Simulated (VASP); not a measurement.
# Cu2O: relaxation of cell and atoms with RPBE

Cu2O:

```xyz
6
Lattice="4.2600 0.0000 0.0000 0.0000 4.2600 0.0000 0.0000 0.0000 4.2600" Properties=species:S:1:pos:R:3 pbc="T T T"
Cu    1.0650    1.0650    1.0650
Cu    1.0650    3.1950    3.1950
Cu    3.1950    3.1950    1.0650
Cu    3.1950    1.0650    3.1950
O     0.0000    0.0000    0.0000
O     2.1300    2.1300    2.1300
```

```
Program                : VASP 6.6.1
Task                   : relaxation of cell and atoms
Functional             : RPBE
Potentials or basis    : VASP PAW PBE potentials, release 64 (Cu_sv_GW, O)
Cutoff                 : 820 eV
k mesh                 : 6 × 6 × 6
Occupations            : gaussian, width 0.01 eV
Spin                   : no spin polarisation
Dipole correction      : no
Further INCAR settings : ALGO = Normal; EDIFF = 1e-07; IBRION = 2; EDIFFG = -0.01; NSW = 80; ISIF = 3
```

```yaml
Relaxed_volume: 13.58 Å³/atom
Relaxed_cell: a = 4.336 Å, b = 4.336 Å, c = 4.336 Å, α = 90.00°, β = 90.00°, γ = 90.00°
Space_group_after_relaxing_to_0.1_Å: Pn-3m (No. 224)
Energy_gained_by_relaxing: 13.8 meV/atom
Ionic_steps: 3
Pressure_after_relaxing: 0.0 GPa
Band_gap_on_the_k_mesh: 0.43 eV
```

Step by step:
```csv
step,energy change (eV),largest force (eV/Å),pressure (GPa),volume (Å³)
1,0.0000,0.0000,6.64,77.31
2,-0.0677,0.0000,-2.52,83.44
3,-0.0831,0.0000,0.03,81.50
```

Final structure:
```yaml
crystal:
  lattice:
    - [4.33567, 0.00000, 0.00000]
    - [0.00000, 4.33567, 0.00000]
    - [0.00000, 0.00000, 4.33567]
  atoms:
    - { symbol: Cu, position: [0.25000, 0.25000, 0.25000] }
    - { symbol: Cu, position: [0.25000, 0.75000, 0.75000] }
    - { symbol: Cu, position: [0.75000, 0.75000, 0.25000] }
    - { symbol: Cu, position: [0.75000, 0.25000, 0.75000] }
    - { symbol: O, position: [0.00000, 0.00000, 0.00000] }
    - { symbol: O, position: [0.50000, 0.50000, 0.50000] }
```

Levels at points of the mesh, in eV from the valence-band top:
```csv
k point,band 42,band 43,band 44,band 45,band 46,band 47
"(0.00, 0.00, 0.00)",0.00,0.00,0.00,0.43,1.40,1.40
"(0.50, 0.00, 0.00)",-1.11,-0.36,-0.36,2.14,2.14,4.24
"(0.50, 0.50, 0.00)",-1.13,-0.60,-0.60,1.89,1.89,3.74
"(0.50, 0.50, 0.50)",-0.53,-0.53,-0.53,2.52,2.52,2.52
```

Run time: 7.4 min on 1 thread of Intel(R) Xeon(R) Platinum 8559C (Emerald Rapids), with other jobs on the host, peak memory 0.35 GiB.

Caveat: semilocal functionals underestimate gaps, and a narrow one can read as zero; the PAW data sets were made with another functional, which shifts forces and pressure a little. RPBE and its kin give volumes clearly too large for solids.
